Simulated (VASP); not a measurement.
# Ge2Sb2Te (P-3m1) in VASP: relaxation of cell and atoms with PBE

Aim: the relaxation of cell and atoms of Ge2Sb2Te with PBE.

All numbers are computed with VASP 6.6.1; they aren't measurements. Logs are shortened: lines on timing, memory, paths and dates and some standing lists are left out, and cuts for length are marked.

### 1 The cell of the first run

The structure is trigonal, space group P-3m1 (No. 164). The conventional cell has a = 4.100 Å, b = 4.100 Å, c = 8.700 Å, α = 90.00°, β = 90.00°, γ = 120.00°. Within 3.4 Å of Ge (site symmetry 3m) lie 4 Sb at 2.49 to 3.04 Å and 3 Te at 3.40 Å. Within 3.3 Å of Sb (site symmetry 3m) lie 4 Ge at 2.49 to 3.04 Å and 3 Sb at 3.27 Å. Within 4.5 Å of Te (site symmetry -3m) lie 6 Ge at 3.40 Å and 6 Sb at 4.00 Å and 6 Te at 4.10 Å.

### 2 Relaxation of cell and atoms, PBE

INCAR reads:

```
SYSTEM = Ge2Sb2Te
PREC     = Accurate       ! precision mode
ENCUT    = 500            ! plane-wave cutoff, eV
EDIFF    = 1E-7           ! SCF threshold, eV
ISMEAR   = 0              ! smearing method
SIGMA    = 0.2            ! smearing width, eV
LREAL    = .False.        ! projectors in reciprocal space
LASPH    = .True.         ! aspherical terms in the spheres
NELM     = 120            ! most SCF steps
ALGO     = Normal         ! electronic algorithm
ISIF     = 3              ! what is computed and relaxed
LWAVE    = .False.        ! write WAVECAR
LCHARG   = .False.        ! write CHGCAR
GGA      = PE             ! functional
IBRION   = 2              ! ionic algorithm
NSW      = 36             ! ionic steps
EDIFFG   = -0.08          ! ionic threshold
GGA_COMPAT= .False.      
NELMIN   = 4
```

KPOINTS reads:

```
regular mesh
0
Gamma
  5 5 2
  0 0 0
```

POSCAR reads:

```
Ge2Sb2Te
1.0
    4.1000000000      0.0000000000      0.0000000000
   -2.0500000000      3.5507041600      0.0000000000
    0.0000000000      0.0000000000      8.7000000000
Ge Sb Te
2 2 1
Direct
    0.6666666700      0.3333333300      0.7200000000
    0.3333333300      0.6666666700      0.2800000000
    0.3333333300      0.6666666700      0.6300000000
    0.6666666700      0.3333333300      0.3700000000
    0.0000000000      0.0000000000      0.0000000000
```

Potentials or basis: VASP PAW PBE potentials, release 64 (Ge_d, Sb, Te).

Started as:

```sh
$ cat potpaw_PBE.64/Ge_d/POTCAR potpaw_PBE.64/Sb/POTCAR potpaw_PBE.64/Te/POTCAR > POTCAR
$ mpirun -np 1 vasp_std > vasp.out
```

OUTCAR:

```text
SYSTEM = Ge2Sb2Te
   PREC = Accurate
   ENCUT = 500
   EDIFF = 1E-7
   ISMEAR = 0
   LREAL = .False.
   LASPH = .True.
   NELM = 120
   ISIF = 3
   GGA = PE
   IBRION = 2
   NSW = 36
   EDIFFG = -0.08
   NELMIN = 4

 ion  position               nearest neighbor table
   1  0.667  0.333  0.720-   3 2.49   3 2.49   3 2.49   4 3.05
   2  0.333  0.667  0.280-   4 2.49   4 2.49   4 2.49   3 3.05
   3  0.333  0.667  0.630-   1 2.49   1 2.49   1 2.49   2 3.05   4 3.27   4 3.27   4 3.27
   4  0.667  0.333  0.370-   2 2.49   2 2.49   2 2.49   1 3.05   3 3.27   3 3.27   3 3.27
   5  0.000  0.000  0.000-

  LATTYP: Found a hexagonal cell.
 ALAT       =     4.1000000000
 C/A-ratio  =     2.1219512195

  Lattice vectors:

 A1 = (   4.1000000000,   0.0000000000,   0.0000000000)
 A2 = (  -2.0500000000,   3.5507041600,   0.0000000000)
 A3 = (   0.0000000000,   0.0000000000,   8.7000000000)

Analysis of symmetry for initial positions (statically):
=====================================================================
 Subroutine PRICEL returns:
 Original cell was already a primitive cell.

 Routine SETGRP: Setting up the symmetry group for a
 hexagonal supercell.

 Subroutine GETGRP returns: Found 12 space group operations
 (whereof 12 operations were pure point group operations)
 out of a pool of 24 trial point group operations.

The static configuration has the point symmetry D_3d.

Analysis of symmetry for dynamics (positions and initial velocities):
=====================================================================
 Subroutine PRICEL returns:
 Original cell was already a primitive cell.

 Routine SETGRP: Setting up the symmetry group for a
 hexagonal supercell.

 Subroutine GETGRP returns: Found 12 space group operations
 (whereof 12 operations were pure point group operations)
 out of a pool of 24 trial point group operations.

The dynamic configuration has the point symmetry D_3d.

 Subroutine INISYM returns: Found 12 space group operations
 (whereof 12 operations are pure point group operations),
 and found     1 'primitive' translations

----------------------------------------------------------------------------------------

                                     Primitive cell

  volume of cell :     126.6536

  direct lattice vectors                    reciprocal lattice vectors
     4.100000000  0.000000000  0.000000000     0.243902439  0.140817139  0.000000000
    -2.050000000  3.550704160  0.000000000     0.000000000  0.281634277  0.000000000
     0.000000000  0.000000000  8.700000000     0.000000000  0.000000000  0.114942529

  length of vectors
     4.100000000  4.100000004  8.700000000     0.281634278  0.281634277  0.114942529

  position of ions in fractional coordinates (direct lattice)
     0.666666670  0.333333330  0.720000000
     0.333333330  0.666666670  0.280000000
     0.333333330  0.666666670  0.630000000
     0.666666670  0.333333330  0.370000000
     0.000000000  0.000000000  0.000000000

  ion indices of the primitive-cell ions
   primitive index   ion index
                 1           1
                 2           2
                 3           3
                 4           4
                 5           5

----------------------------------------------------------------------------------------

 KPOINTS: regular mesh

Automatic generation of k-mesh.
 Grid dimensions read from file:
 generate k-points for:    5    5    2

 Generating k-lattice:

  Cartesian coordinates                     Fractional coordinates (reciprocal lattice)
     0.048780488  0.028163428  0.000000000     0.200000000  0.000000000  0.000000000
     0.000000000  0.056326855  0.000000000     0.000000000  0.200000000  0.000000000
     0.000000000  0.000000000  0.057471264     0.000000000  0.000000000  0.500000000

  Length of vectors
     0.056326856  0.056326855  0.057471264

  Shift w.r.t. Gamma in fractional coordinates (k-lattice)
     0.000000000  0.000000000  0.000000000

 Subroutine IBZKPT returns following result:
 ===========================================

 Found     10 irreducible k-points:

 Following reciprocal coordinates:
            Coordinates               Weight
  0.000000  0.000000  0.000000      1.000000
  0.200000  0.000000  0.000000      6.000000
  0.400000 -0.000000  0.000000      6.000000
  0.200000  0.200000  0.000000      6.000000
  0.400000  0.200000  0.000000      6.000000
  0.000000  0.000000  0.500000      1.000000
  0.200000  0.000000  0.500000      6.000000
  0.400000 -0.000000  0.500000      6.000000
  0.200000  0.200000  0.500000      6.000000
  0.400000  0.200000  0.500000      6.000000
   k-points           NKPTS =     10   k-points in BZ     NKDIM =     10   number of bands    NBANDS=     26
   number of dos      NEDOS =    301   number of ions     NIONS =      5
   total plane-waves  NPLWV =  57600
   dimension x,y,z NGX =    30 NGY =   30 NGZ =   64
   dimension x,y,z NGXF=    60 NGYF=   60 NGZF=  128
   ions per type =               2   2   1
   NGX,Y,Z   is equivalent  to a cutoff of  12.16, 12.16, 12.23 a.u.
   NGXF,Y,Z  is equivalent  to a cutoff of  24.33, 24.33, 24.46 a.u.
 SYSTEM =  Ge2Sb2Te
   PREC   = accura    normal or accurate (medium, high low for compatibility)
   ISTART =      0    job   : 0-new  1-cont  2-samecut
   ICHARG =      2    charge: 1-file 2-atom 10-const
   ISPIN  =      1    spin polarized calculation?
   LNONCOLLINEAR =      F non collinear calculations
   LSORBIT =      F    spin-orbit coupling
   LASPH  =      T    aspherical Exc in radial PAW
   ENCUT  =  500.0 eV  36.75 Ry    6.06 a.u.   7.48  7.48 15.86*2*pi/ulx,y,z
   NELM   =    120;   NELMIN=  4; NELMDL= -5     # of ELM steps
   EDIFF  = 0.1E-06   stopping-criterion for ELM
   LREAL  =      F    real-space projection
   EDIFFG = -.8E-01   stopping-criterion for IOM
   NSW    =     36    number of steps for IOM
   IBRION =      2    ionic relax: 0-MD 1-quasi-New 2-CG
   NFREE  =      1    steps in history (QN), initial steepest desc. (CG)
   ISIF   =      3    stress and relaxation
   ISYM   =      2    0-nonsym 1-usesym 2-fastsym
   POTIM  = 0.5000    time-step for ionic-motion
   TEBEG  =    0.0;   TEEND  =   0.0 temperature during run
   PSTRESS=    0.0 pullay stress
   NELECT =      44.0000    total number of electrons
   NUPDOWN=      -1.0000    fix difference up-down
   EMIN   =  10.00;   EMAX   =-10.00  energy-range for DOS
   EFERMI =   0.00;   METHOD = LEGACY
   ISMEAR =     0;   SIGMA  =   0.20  broadening in eV -4-tet -1-fermi 0-gaus
   EFERMI_NEDOS =   21; number of points for ismear=-14 and -15
   IALGO  =     38    algorithm
   IMIX   =      4    mixing-type and parameters
     AMIX     =   0.40;   BMIX     =  1.00
     AMIX_MAG =   1.60;   BMIX_MAG =  1.00
  volume/ion in A,a.u.               =      25.33       170.94
  Fermi-wavevector in a.u.,A,eV,Ry     =   1.150853  2.174797 18.020408  1.324463
  Thomas-Fermi vector in A             =   2.287514
   LORBIT       =      0    0 simple, 1 ext, 2 COOP (PROOUT), +10 PAW based schemes
   GGA     = PE    functional components
   LHFCALC =     F    Hartree Fock is set to
   AEXX    =    0.0000 exact exchange contribution
   IVDW    =     0    specifies the selected vdW correction
   LEPSILON=     F    determine dielectric tensor
   LRPA    =     F    only Hartree local field effects (RPA)
 conjugate gradient relaxation of ions
 non-spin polarized calculation
 Gauss-broadening in eV      SIGMA  =   0.20
  energy-cutoff  :      500.00
  volume of cell :      126.65
 maximum number of plane-waves:      3277
 NGX is ok and might be reduce to    30
   NGX = 15   NGY = 15   NGZ = 31

--------------------------------------- Ionic step        1  -------------------------------------------

 number of electron      43.9999975 magnetization

 Free energy of the ion-electron system (eV)
  ---------------------------------------------------
  ext. energy  EPLUGINS =         0.00000000
  ---------------------------------------------------
  free energy    TOTEN  =       -17.20711528 eV

  energy without entropy =      -17.14785390  energy(sigma->0) =      -17.17748459

------------------------ aborting loop because EDIFF is reached ----------------------------------------

  FORCE on cell =-STRESS in cart. coord.  units (eV):
  Direction    XX          YY          ZZ          XY          YZ          ZX
  --------------------------------------------------------------------------------------
  -------------------------------------------------------------------------------------
  Total       13.6111296     13.6111297      6.3789996      0.0000000     -0.0000000     -0.0000000
  in kB      172.1817645    172.1817649     80.6948017      0.0000000     -0.0000000     -0.0000000
  external PRESSURE =     141.6861104 kB  Pullay stress =       0.0000000 kB
[... 63 lines left out ...]
  energy  without entropy=      -18.4220090946  energy(sigma->0) =      -18.47057821

--------------------------------------- Ionic step        3  -------------------------------------------

 number of electron      44.0000038 magnetization

 E-fermi :   4.7142     XC(G=0):  -9.1106

 val. band max:        4.7089158081   @ k =   0.4000  -0.0000   0.5000
 cond. band min:       4.7179749406   @ k =   0.2000   0.2000   0.0000
 fundamental gap:      0.0090591325
 Fermi energy:         4.7142151811

 k-point     1 :       0.0000    0.0000    0.0000
  band No.  band energies     occupation
      1     -20.0747      2.00000
      2     -20.0747      2.00000
      3     -20.0602      2.00000
      4     -20.0602      2.00000
      5     -20.0598      2.00000
      6     -20.0598      2.00000
[... 311 lines left out ...]
  FREE ENERGIE OF THE ION-ELECTRON SYSTEM (eV)
  ---------------------------------------------------
  free  energy   TOTEN  =       -18.7189586127 eV

  energy  without entropy=      -18.6294984540  energy(sigma->0) =      -18.67422853

[... ionic steps 4 to 13 ...]

--------------------------------------- Ionic step       14  -------------------------------------------

 number of electron      43.9999980 magnetization

 E-fermi :   6.8312     XC(G=0): -10.0187

 val. band max:        6.7573616140   @ k =   0.2000   0.0000   0.0000
 cond. band min:       7.0544942300   @ k =   0.0000   0.0000   0.5000
 fundamental gap:      0.2971326160
 Fermi energy:         6.8312209695

 k-point     1 :       0.0000    0.0000    0.0000
  band No.  band energies     occupation
      1     -17.8943      2.00000
      2     -17.8943      2.00000
      3     -17.8939      2.00000
      4     -17.8939      2.00000
      5     -17.8906      2.00000
      6     -17.8901      2.00000
[... 354 lines left out ...]
  energy  without entropy=      -20.0071359810  energy(sigma->0) =      -20.02065448

--------------------------------------- Ionic step       16  -------------------------------------------

 number of electron      43.9999978 magnetization

 Free energy of the ion-electron system (eV)
  ---------------------------------------------------
  ext. energy  EPLUGINS =         0.00000000
  ---------------------------------------------------
  free energy    TOTEN  =       -20.03509559 eV

  energy without entropy =      -20.00842395  energy(sigma->0) =      -20.02175977

 E-fermi :   6.6450     XC(G=0):  -9.9488

 val. band max:        6.5720155016   @ k =   0.2000   0.0000   0.0000
 cond. band min:       6.8878502701   @ k =   0.0000   0.0000   0.5000
 fundamental gap:      0.3158347684
 Fermi energy:         6.6449768604

 k-point     1 :       0.0000    0.0000    0.0000
  band No.  band energies     occupation
      1     -18.0828      2.00000
      2     -18.0828      2.00000
      3     -18.0825      2.00000
      4     -18.0825      2.00000
      5     -18.0799      2.00000
      6     -18.0793      2.00000
[... 311 lines left out ...]
  FREE ENERGIE OF THE ION-ELECTRON SYSTEM (eV)
  ---------------------------------------------------
  free  energy   TOTEN  =       -20.0350955917 eV

  energy  without entropy=      -20.0084239481  energy(sigma->0) =      -20.02175977

 reached required accuracy - stopping structural energy minimisation
```

Wall time 13 min (1 thread of Intel Xeon 8259CL, shared host); peak memory 0.26 GiB.

What came out:

```
Free energy                           : -20.0351 eV
Relaxed volume                        : 26.47 Å³/atom
Relaxed cell                          : a = 4.101 Å, b = 4.101 Å, c = 9.086 Å, α = 90.00°, β = 90.00°, γ = 120.00°
Space group after relaxing (to 0.1 Å) : P-3m1 (No. 164)
Energy gained by relaxing             : 565.6 meV/atom
Ionic steps                           : 16
Pressure after relaxing               : -0.1 GPa
Largest force after relaxing          : 0.070 eV/Å
Band gap on the k mesh                : zero (bands 22 and 23 overlap by 1.52 eV)
```

Forces on the atoms (eV/Å):
```
Ge   0.000  0.000 -0.070
Ge   0.000  0.000  0.070
Sb   0.000  0.000  0.012
Sb   0.000  0.000 -0.012
Te   0.000  0.000  0.000
```

The path:
```
step  energy change (eV)  largest force (eV/Å)  pressure (GPa)  volume (Å³)
   1              0.0000                3.0778           14.17       126.65
   2             -1.3120                0.5927           -4.50       172.08
   3             -1.5118                1.1997           -1.39       156.57
   4             -1.7053                1.2247           -1.21       152.83
   5             -2.1608                1.1187            0.17       141.92
   6             -1.8436                1.4332            9.21       121.45
   7             -2.2570                0.9781            2.23       135.06
   8             -2.4166                0.6501            0.67       137.13
   9             -2.5516                0.2549           -2.57       143.15
  10             -2.5646                0.3055           -2.10       141.73
  11             -2.6874                0.4010           -1.22       137.67
  12             -2.6948                0.5757           -0.90       136.51
  13             -2.7690                0.4267           -0.30       134.05
  14             -2.8187                0.1464            0.93       130.29
  15             -2.8271                0.0471           -0.35       133.02
  16             -2.8280                0.0696           -0.05       132.35
```

Final structure:
```cif
data_structure
_symmetry_space_group_name_H-M 'P 1'
_symmetry_Int_Tables_number 1
_cell_length_a 4.1011
_cell_length_b 4.1011
_cell_length_c 9.0862
_cell_angle_alpha 90.000
_cell_angle_beta 90.000
_cell_angle_gamma 120.000
_cell_volume 132.35
loop_
_atom_site_label
_atom_site_type_symbol
_atom_site_fract_x
_atom_site_fract_y
_atom_site_fract_z
_atom_site_occupancy
Ge1 Ge 0.66667 0.33333 0.80227 1
Ge2 Ge 0.33333 0.66667 0.19773 1
Sb1 Sb 0.33333 0.66667 0.61273 1
Sb2 Sb 0.66667 0.33333 0.38727 1
Te1 Te 0.00000 0.00000 0.00000 1
```

Levels at points of the mesh, in eV from the Fermi level:
```csv
k point,band 20,band 21,band 22,band 23,band 24,band 25
"(0.00, 0.00, 0.00)",-0.79,-0.60,0.76,0.76,1.67,1.67
"(0.00, 0.00, 0.50)",-0.56,0.24,0.24,0.30,0.68,2.14
```

Caveat: the k points lie up to 0.35 Å⁻¹ apart in the final cell, too coarse for converged energies and pressures of a metal; spin-orbit coupling is left out, which moves the levels of the heavy elements; the relaxation stopped at a loose force limit of 0.08 eV/Å, so its end isn't a converged minimum.

The gap in the log of VASP goes by the Fermi energy; the results here count the filled bands.